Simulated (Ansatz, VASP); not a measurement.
## Si in VASP and in Ansatz

```
Si
1.0
     0.00000    2.71681    2.71681
     2.71681    0.00000    2.71681
     2.71681    2.71681    0.00000
Si
2
Direct
  0.75000 0.75000 0.75000
  0.50000 0.50000 0.50000
```

Alike in both runs: task single point; functional PBEsol; k mesh 12 × 12 × 12; occupations gaussian, width 0.02 eV; no spin polarisation.

|  | VASP | Ansatz |
| --- | --- | --- |
| version | VASP 6.6.1 | Ansatz 0.2.0 |
| potentials or method | VASP PAW PBE potentials, release 64 (Si), cutoff 500 eV | scalar-relativistic, plane waves, PAW |
| valence electrons in the cell | 8 | 8 |

|  | VASP | Ansatz | Ansatz less VASP |
| --- | --- | --- | --- |
| gap on the k mesh at the Fermi level (eV) | 0.46 | 0.46 | +0.005 |
| pressure (GPa) | 0.1 | 0.0 | -0.11 |

VASP's potentials were made for PBE, not for PBEsol.
